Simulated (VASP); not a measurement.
# Ga3Se: single point with PBE+D3(BJ)

Ga3Se:

```
Ga Se
1.0
     4.32361    0.00000    0.00000
     0.00000    4.32361    0.00000
     0.00000    0.00000    4.19390
Ga Se
3 1
Direct
  0.00000 0.50000 0.50000
  0.50000 0.00000 0.50000
  0.50000 0.50000 0.00000
  0.00000 0.00000 0.00000
```

This cell differs from its parent crystal: strain +0.000 along x and y, -0.030 along z.

| Property | Result |
| --- | --- |
| Program | VASP 6.6.1 |
| Task | single point |
| Functional | PBE |
| Dispersion | D3(BJ) |
| Potentials or basis | VASP PAW PBE potentials, release 64 (Ga_d, Se) |
| Cutoff | 520 eV |
| k mesh | 12 × 12 × 12 |
| Occupations | gaussian, width 0.15 eV |
| Spin | no spin polarisation |
| Dipole correction | no |
| Further INCAR settings | ALGO = Normal; EDIFF = 1e-06; NBANDS = 30 |

- Pressure: 1.6 GPa
- Band gap on the k mesh: zero (an odd number of electrons rules out a gap without spin polarisation)
- Dispersion energy per atom: -0.326 eV

Stress tensor (GPa, compression positive):
```
1.60 0.00 0.00
0.00 1.60 0.00
0.00 0.00 1.68
```

Levels at points of the mesh, in eV from the Fermi level:
```
           k point  band 20  band 21  band 22  band 23  band 24  band 25
(0.00, 0.00, 0.00)    -4.04    -2.90    -2.49     1.68     1.68     1.80
(0.50, 0.00, 0.00)    -3.04    -1.84    -1.01    -0.62    -0.25     1.04
(0.50, 0.50, 0.00)    -2.35    -0.69    -0.30    -0.30     1.75     1.75
(0.00, 0.00, 0.50)    -3.16    -1.93    -1.24    -0.49    -0.49     0.83
(0.50, 0.00, 0.50)    -2.48    -1.00    -0.67    -0.61     1.46     1.49
(0.50, 0.50, 0.50)    -5.19    -5.19    -5.18    -3.93     4.27     4.27
```

Run time: 4.2 min on 1 thread of Intel(R) Xeon(R) Platinum 8259CL CPU @ 2.50GHz (Skylake/Cascade Lake) (shared host), peak memory 0.47 GiB.

Caveat: the cell differs from its parent crystal (strain +0.000 along x and y, -0.030 along z).
